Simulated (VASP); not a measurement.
Write the native input for VASP 6.6.1 that does the following.

* Task: single point
* Functional: LDA
* Potentials or basis: VASP PAW LDA potentials, release 64 (Y_sv, In_d)
* Cutoff: 520 eV
* k mesh: 5 × 5 × 5
* Occupations: fermi-dirac, width 0.1 eV
* Spin: no spin polarisation
* Dipole correction: no
* Further INCAR settings: ALGO = Normal; EDIFF = 1e-06; NBANDS = 33

The structure of YIn3 lies in POSCAR:

```
YIn3
1.0
    4.7195336128      0.0000000000      0.0000000000
    0.0000000000      4.7195336128      0.0000000000
    0.0000000000      0.0000000000      4.7195336128
Y In
1 3
Direct
    0.0000000000      0.0000000000      0.0000000000
    0.0000000000      0.5000000000      0.5000000000
    0.5000000000      0.0000000000      0.5000000000
    0.5000000000      0.5000000000      0.0000000000
```

The input as run:

INCAR

```
PREC     = Accurate       # precision mode
ENCUT    = 520            # plane-wave cutoff, eV
EDIFF    = 1E-6           # SCF threshold, eV
ISMEAR   = -1             # smearing method
SIGMA    = 0.1            # smearing width, eV
LREAL    = F              # projectors in reciprocal space
LASPH    = T              # aspherical terms in the spheres
NELM     = 100            # most SCF steps
ALGO     = Normal         # electronic algorithm
ISIF     = 2              # what is computed and relaxed
LWAVE    = F              # write WAVECAR
LCHARG   = T              # write CHGCAR
LELF     = T              # ELF
LVHAR    = T            
NBANDS   = 33             # bands
```

KPOINTS

```
regular mesh
0
Gamma
  5 5 5
```

Potentials or basis: VASP PAW LDA potentials, release 64 (Y_sv, In_d).

The run is started by

```sh
$ cat potpaw_LDA.64/Y_sv/POTCAR potpaw_LDA.64/In_d/POTCAR > POTCAR
$ mpirun -np 1 vasp_std > vasp.out
```

Results of the run:

```yaml
Pressure: -6.7 GPa
Band_gap_on_the_k_mesh: zero (bands 25 and 26 overlap by 1.75 eV)
```

Caveat: the cell stands under tension; spin-orbit coupling is left out, which moves the levels of the heavy elements.

It took 32 s on 1 thread of AMD EPYC 7R13 Processor (Zen 3) (shared host), peak memory 0.16 GiB.
